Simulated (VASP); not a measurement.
# HfB (Fm-3m) in VASP: single point with PBE

Aim: the single point of HfB with PBE.

Program: VASP 6.6.1. These are calculated values, not measurements. Logs are shortened: lines on timing, memory, paths and dates and some standing lists are left out, and cuts for length are marked.

### 1 The cell of the first run

It takes space group Fm-3m (No. 225, cubic). The conventional cell has a = 4.620 Å, b = 4.620 Å, c = 4.620 Å, α = 90.00°, β = 90.00°, γ = 90.00°. Hf (site symmetry m-3m) has 6 B at 2.31 Å within 3.1 Å. B (site symmetry m-3m) has 6 Hf at 2.31 Å within 3.1 Å.

### 2 Single point, PBE

Contents of INCAR:

```
ALGO = Normal ; EDIFF = 1E-6
ENCUT = 500 ; GGA = PE
GGA_COMPAT = F ; ISIF = 2
ISMEAR = -1 ; LASPH = T
LCHARG = F ; LREAL = F
LWAVE = F ; NBANDS = 14
NELM = 120 ; PREC = Accurate
SIGMA = 0.0816
```

Contents of KPOINTS:

```
k-points
0
Gamma
  10 10 10
```

Contents of POSCAR:

```
HfB
1.0
    0.0000000000      2.3100000000      2.3100000000
    2.3100000000      0.0000000000      2.3100000000
    2.3100000000      2.3100000000      0.0000000000
Hf B
1 1
Direct
    0.5000000000      0.5000000000      0.5000000000
    0.0000000000      0.0000000000      0.0000000000
```

Potentials or basis: VASP PAW PBE potentials, release 64 (Hf_pv, B).

Launch:

```
cat potpaw_PBE.64/Hf_pv/POTCAR potpaw_PBE.64/B/POTCAR > POTCAR
mpirun -np 1 vasp_std > vasp.out
```

OUTCAR:

```text
EDIFF = 1E-6
   ENCUT = 500
   GGA = PE
   ISIF = 2
   ISMEAR = -1
   LASPH = T
   LREAL = F
   NELM = 120
   PREC = Accurate

 ion  position               nearest neighbor table
   1  0.500  0.500  0.500-   2 2.31   2 2.31   2 2.31   2 2.31   2 2.31   2 2.31
   2  0.000  0.000  0.000-   1 2.31   1 2.31   1 2.31   1 2.31   1 2.31   1 2.31

  LATTYP: Found a face centered cubic cell.
 ALAT       =     4.6200000000

  Lattice vectors:

 A1 = (   0.0000000000,   2.3100000000,   2.3100000000)
 A2 = (   2.3100000000,   0.0000000000,   2.3100000000)
 A3 = (   2.3100000000,   2.3100000000,   0.0000000000)

Analysis of symmetry for initial positions (statically):
=====================================================================
 Subroutine PRICEL returns:
 Original cell was already a primitive cell.

 Routine SETGRP: Setting up the symmetry group for a
 face centered cubic supercell.

 Subroutine GETGRP returns: Found 48 space group operations
 (whereof 48 operations were pure point group operations)
 out of a pool of 48 trial point group operations.

The static configuration has the point symmetry O_h .

Analysis of symmetry for dynamics (positions and initial velocities):
=====================================================================
 Subroutine PRICEL returns:
 Original cell was already a primitive cell.

 Routine SETGRP: Setting up the symmetry group for a
 face centered cubic supercell.

 Subroutine GETGRP returns: Found 48 space group operations
 (whereof 48 operations were pure point group operations)
 out of a pool of 48 trial point group operations.

The dynamic configuration has the point symmetry O_h .

 Subroutine INISYM returns: Found 48 space group operations
 (whereof 48 operations are pure point group operations),
 and found     1 'primitive' translations

----------------------------------------------------------------------------------------

                                     Primitive cell

  volume of cell :      24.6528

  direct lattice vectors                    reciprocal lattice vectors
     0.000000000  2.310000000  2.310000000    -0.216450216  0.216450216  0.216450216
     2.310000000  0.000000000  2.310000000     0.216450216 -0.216450216  0.216450216
     2.310000000  2.310000000  0.000000000     0.216450216  0.216450216 -0.216450216

  length of vectors
     3.266833329  3.266833329  3.266833329     0.374902772  0.374902772  0.374902772

  position of ions in fractional coordinates (direct lattice)
     0.500000000  0.500000000  0.500000000
     0.000000000  0.000000000  0.000000000

  ion indices of the primitive-cell ions
   primitive index   ion index
                 1           1
                 2           2

----------------------------------------------------------------------------------------

 KPOINTS: k-points

Automatic generation of k-mesh.
 Grid dimensions read from file:
 generate k-points for:   10   10   10

 Generating k-lattice:

  Cartesian coordinates                     Fractional coordinates (reciprocal lattice)
    -0.021645022  0.021645022  0.021645022     0.100000000  0.000000000  0.000000000
     0.021645022 -0.021645022  0.021645022     0.000000000  0.100000000  0.000000000
     0.021645022  0.021645022 -0.021645022     0.000000000  0.000000000  0.100000000

  Length of vectors
     0.037490277  0.037490277  0.037490277

  Shift w.r.t. Gamma in fractional coordinates (k-lattice)
     0.000000000  0.000000000  0.000000000

 Subroutine IBZKPT returns following result:
 ===========================================

 Found     47 irreducible k-points:

 Following reciprocal coordinates:
            Coordinates               Weight
  0.000000  0.000000  0.000000      1.000000
  0.100000  0.000000  0.000000      8.000000
  0.200000  0.000000  0.000000      8.000000
  0.300000  0.000000  0.000000      8.000000
  0.400000  0.000000  0.000000      8.000000
  0.500000  0.000000  0.000000      4.000000
[... 16 lines left out ...]
  0.300000  0.300000  0.000000      6.000000
  0.400000  0.300000  0.000000     24.000000
 [... further k-points ...]
   k-points           NKPTS =     47   k-points in BZ     NKDIM =     47   number of bands    NBANDS=     14
   number of dos      NEDOS =    301   number of ions     NIONS =      2
   total plane-waves  NPLWV =  13824
   dimension x,y,z NGX =    24 NGY =   24 NGZ =   24
   dimension x,y,z NGXF=    48 NGYF=   48 NGZF=   48
   ions per type =               1   1
   NGX,Y,Z   is equivalent  to a cutoff of  12.21, 12.21, 12.21 a.u.
   NGXF,Y,Z  is equivalent  to a cutoff of  24.43, 24.43, 24.43 a.u.
 SYSTEM =  unknown system
   PREC   = accura    normal or accurate (medium, high low for compatibility)
   ISTART =      0    job   : 0-new  1-cont  2-samecut
   ICHARG =      2    charge: 1-file 2-atom 10-const
   ISPIN  =      1    spin polarized calculation?
   LNONCOLLINEAR =      F non collinear calculations
   LSORBIT =      F    spin-orbit coupling
   LASPH  =      T    aspherical Exc in radial PAW
   ENCUT  =  500.0 eV  36.75 Ry    6.06 a.u.   5.96  5.96  5.96*2*pi/ulx,y,z
   NELM   =    120;   NELMIN=  2; NELMDL= -5     # of ELM steps
   EDIFF  = 0.1E-05   stopping-criterion for ELM
   LREAL  =      F    real-space projection
   EDIFFG = 0.1E-04   stopping-criterion for IOM
   NSW    =      0    number of steps for IOM
   IBRION =     -1    ionic relax: 0-MD 1-quasi-New 2-CG
   NFREE  =      0    steps in history (QN), initial steepest desc. (CG)
   ISIF   =      2    stress and relaxation
   ISYM   =      2    0-nonsym 1-usesym 2-fastsym
   POTIM  = 0.5000    time-step for ionic-motion
   TEBEG  =    0.0;   TEEND  =   0.0 temperature during run
   PSTRESS=    0.0 pullay stress
   NELECT =      13.0000    total number of electrons
   NUPDOWN=      -1.0000    fix difference up-down
   EMIN   =  10.00;   EMAX   =-10.00  energy-range for DOS
   EFERMI =   0.00;   METHOD = LEGACY
   ISMEAR =    -1;   SIGMA  =   0.08  broadening in eV -4-tet -1-fermi 0-gaus
   EFERMI_NEDOS =   21; number of points for ismear=-14 and -15
   IALGO  =     38    algorithm
   IMIX   =      4    mixing-type and parameters
     AMIX     =   0.40;   BMIX     =  1.00
     AMIX_MAG =   1.60;   BMIX_MAG =  1.00
  volume/ion in A,a.u.               =      12.33        83.18
  Fermi-wavevector in a.u.,A,eV,Ry     =   1.322617  2.499383 23.800871  1.749315
  Thomas-Fermi vector in A             =   2.452285
   LORBIT       =      0    0 simple, 1 ext, 2 COOP (PROOUT), +10 PAW based schemes
   GGA     = PE    functional components
   LHFCALC =     F    Hartree Fock is set to
   AEXX    =    0.0000 exact exchange contribution
   IVDW    =     0    specifies the selected vdW correction
   LEPSILON=     F    determine dielectric tensor
   LRPA    =     F    only Hartree local field effects (RPA)
 non-spin polarized calculation
  energy-cutoff  :      500.00
  volume of cell :       24.65
 maximum number of plane-waves:       636
   NGX = 11   NGY = 11   NGZ = 11

 number of electron      13.0000002 magnetization

 Free energy of the ion-electron system (eV)
  ---------------------------------------------------
  ext. energy  EPLUGINS =         0.00000000
  ---------------------------------------------------
  free energy    TOTEN  =       -17.15783215 eV

  energy without entropy =      -17.13140226  energy(sigma->0) =      -17.14461721

 E-fermi :   5.1179     XC(G=0): -12.3031

 val. band max:        5.0843122663   @ k =  -0.2000   0.1000   0.0000
 cond. band min:       5.1192044344   @ k =   0.5000   0.3000   0.1000
 fundamental gap:      0.0348921681
 Fermi energy:         5.1179470113

 k-point     1 :       0.0000    0.0000    0.0000
  band No.  band energies     occupation
      1     -23.1691      2.00000
      2     -23.1691      2.00000
      3     -23.1691      2.00000
      4      -4.4486      2.00000
      5       7.3284      0.00000
      6       7.3284      0.00000
      7       7.3284      0.00000
      8       9.0813      0.00000
      9       9.0813      0.00000
     10       9.0813      0.00000
     11       9.3544      0.00000
     12       9.3544      0.00000
     13      16.8028      0.00000
     14      18.1363      0.00000

 k-point     2 :       0.1000    0.0000    0.0000
  band No.  band energies     occupation
      1     -23.2437      2.00000
      2     -23.1767      2.00000
      3     -23.1767      2.00000
      4      -4.1601      2.00000
      5       6.4161      0.00000
      6       6.9562      0.00000
      7       6.9562      0.00000
      8       8.0564      0.00000
      9       8.0564      0.00000
     10       9.5402      0.00000
     11      11.3326      0.00000
     12      11.3326      0.00000
     13      17.5366      0.00000
     14      18.4520      0.00000

 k-point     3 :       0.2000    0.0000    0.0000
  band No.  band energies     occupation
      1     -23.4338      2.00000
      2     -23.1963      2.00000
      3     -23.1963      2.00000
      4      -3.3537      2.00000
      5       4.8906      1.88388
      6       5.6645      0.00246
      7       5.6645      0.00246
      8       8.6405      0.00000
      9       8.6405      0.00000
     10      10.0409      0.00000
     11      13.7218      0.00000
     12      13.7218      0.00000
     13      18.8441      0.00000
     14      19.4480      0.00000
[... 324 lines left out ...]
 k-point    23 :       0.3000    0.3000    0.0000
  band No.  band energies     occupation
      1     -23.6186      2.00000
      2     -23.3398      2.00000
      3     -23.3398      2.00000
      4      -1.9599      2.00000
      5       2.9921      2.00000
      6       4.8832      1.89339
      7       6.8184      0.00000
      8       6.8184      0.00000
      9      10.5742      0.00000
     10      12.9942      0.00000
     11      12.9942      0.00000
     12      16.6554      0.00000
     13      19.9892      0.00000
     14      20.4210      0.00000

 k-point    24 :       0.4000    0.3000    0.0000
  band No.  band energies     occupation
      1     -23.7133      2.00000
      2     -23.3900      2.00000
      3     -23.3672      2.00000
      4      -1.5013      2.00000
      5       2.9731      2.00000
      6       4.3486      1.99984
      7       6.4793      0.00000
      8       7.2956      0.00000
      9      11.4850      0.00000
     10      13.1150      0.00000
     11      13.3890      0.00000
     12      17.5985      0.00000
     13      18.0565      0.00000
     14      20.3406      0.00000

 [... further k-points ...]

------------------------ aborting loop because EDIFF is reached ----------------------------------------

  FORCE on cell =-STRESS in cart. coord.  units (eV):
  Direction    XX          YY          ZZ          XY          YZ          ZX
  --------------------------------------------------------------------------------------
  -------------------------------------------------------------------------------------
  Total        4.7122224      4.7122224      4.7122224      0.0000000      0.0000000      0.0000000
  in kB      306.2459991    306.2459991    306.2459991      0.0000000      0.0000000      0.0000000
  external PRESSURE =     306.2459991 kB  Pullay stress =       0.0000000 kB

 VOLUME and BASIS-vectors are now :
 -----------------------------------------------------------------------------
  energy-cutoff  :      500.00
  volume of cell :       24.65
      direct lattice vectors                 reciprocal lattice vectors
     0.000000000  2.310000000  2.310000000    -0.216450216  0.216450216  0.216450216
     2.310000000  0.000000000  2.310000000     0.216450216 -0.216450216  0.216450216
     2.310000000  2.310000000  0.000000000     0.216450216  0.216450216 -0.216450216

 POSITION                                       TOTAL-FORCE (eV/Angst)
 -----------------------------------------------------------------------------------
      2.31000      2.31000      2.31000        -0.000000     -0.000000     -0.000000
      0.00000      0.00000      0.00000         0.000000      0.000000      0.000000
 -----------------------------------------------------------------------------------
    total drift:                               -0.000000     -0.000000      0.000000

  FREE ENERGIE OF THE ION-ELECTRON SYSTEM (eV)
  ---------------------------------------------------
  free  energy   TOTEN  =       -17.1578321532 eV

  energy  without entropy=      -17.1314022620  energy(sigma->0) =      -17.14461721
```

It took 9.8 s on 1 thread of Intel Xeon 6975P-C, shared host; peak memory 0.15 GiB.

What came out:

```
Free energy : -17.1578 eV
Pressure    : 30.6 GPa
```

Caveat: spin-orbit coupling is left out, which moves the levels of the heavy elements.
